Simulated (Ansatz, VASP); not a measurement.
## Re: VASP beside Ansatz

```
CELL_PARAMETERS angstrom
0.00000 1.96839 1.96839
1.96839 0.00000 1.96839
1.96839 1.96839 0.00000
ATOMIC_POSITIONS crystal
Re 0.00000 0.00000 0.00000
```

Change from the starting cell: volume scaled by 0.99, crystal datasets.

Alike in both runs: task electric field gradients; functional LDA; k mesh 14 × 14 × 14; occupations fermi-dirac, width 0.03 eV; no spin polarisation.

|  | VASP | Ansatz |
| --- | --- | --- |
| version | VASP 6.6.1 | Ansatz 0.2.0 |
| potentials or method | VASP PAW LDA potentials, release 64 (Re), cutoff 520 eV | all-electron PAW with datasets made for the crystal, scalar-relativistic |

|  | VASP | Ansatz | Ansatz less VASP |
| --- | --- | --- | --- |
| pressure (GPa) | -20.1 | -20.8 | -0.69 |

LDA's correlation is that of Perdew and Zunger in VASP and of Perdew and Wang (1992) in Ansatz. Ansatz ran all-electron here, and VASP with PAW potentials.

Spin-orbit coupling is off throughout.
